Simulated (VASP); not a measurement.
Runs of VASP 6.6.1 on Ge. The structure is that of space group Fd-3m (No. 227), or close to it. The cells are those of the table. 

| cell | gap on the mesh (eV) | pressure (GPa) |
| --- | --- | --- |
| a = 3.986, b = 4.016, c = 4.001 Å, angles 59.6, 60.4, 60.0°, 2 atoms | 0.34 | 0.7 |
| a = 3.990, b = 4.010, c = 4.001 Å, angles 59.8, 60.2, 60.0°, 2 atoms | (a) | 0.7 |
| a = 4.021, b = 3.981, c = 4.001 Å, angles 60.5, 59.5, 60.0°, 2 atoms | 0.32 | 0.7 |
| a = 3.995, b = 4.005, c = 4.000 Å, angles 59.9, 60.1, 60.0°, 2 atoms | 0.38 | 0.7 |

Alike in all rows: task single point; level r2SCAN; potentials or basis VASP PAW PBE potentials, release 64 (Ge_d); no spin polarisation; k mesh 10 × 10 × 10; cutoff (eV) 520; smearing gaussian 0.05 eV.

**Question.** Fill in the values left out.

**Answer.** (a) 0.36.

Caveats: the PAW data sets were made with another functional, which shifts forces and pressure a little.

A k mesh can miss the band edges, and the runs leave out spin-orbit coupling on Ge.
